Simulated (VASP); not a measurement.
Wanted: the native input for a VASP 6.6.1 run.

```yaml
Task: single point
Functional: PBEsol
Potentials_or_basis: VASP PAW PBE potentials, release 64 (Al, Ru_pv)
Cutoff: 520 eV
k_mesh: 14 × 14 × 14
Occupations: gaussian, width 0.1 eV
Spin: no spin polarisation
Dipole_correction: no
Further_INCAR_settings: ALGO = Fast; EDIFF = 1e-06; NBANDS = 16
```

The structure of AlRu lies in POSCAR:

```
AlRu
1.0
    2.9763145902      0.0000000000      0.0000000000
    0.0000000000      2.9763145902      0.0000000000
    0.0000000000      0.0000000000      2.9763145902
Al Ru
1 1
Direct
    0.0000000000      0.0000000000      0.0000000000
    0.5000000000      0.5000000000      0.5000000000
```

These files were run (other wordings do the same):

INCAR

```
PREC = Accurate ; ENCUT = 520
EDIFF = 1E-6 ; ISMEAR = 0
SIGMA = 0.1 ; LREAL = False
LASPH = True ; NELM = 80
ALGO = Fast ; ISIF = 2
LWAVE = False ; LCHARG = True
GGA = PS ; LELF = True
LVHAR = True ; NBANDS = 16
```

KPOINTS

```
Automatic mesh
0
Gamma
  14 14 14
```

Potentials or basis: VASP PAW PBE potentials, release 64 (Al, Ru_pv).

Command:

```console
$ cat potpaw_PBE.64/Al/POTCAR potpaw_PBE.64/Ru_pv/POTCAR > POTCAR
$ mpirun -np 1 vasp_std > vasp.out
```

Results of the run:

| Item | Value |
| --- | --- |
| Pressure | 0.0 GPa |

Caveat: the PAW data sets were made with another functional, which shifts forces and pressure a little.

It took 20 s on 1 thread of Intel(R) Xeon(R) Platinum 8488C (Sapphire Rapids) (shared host), peak memory 0.17 GiB.
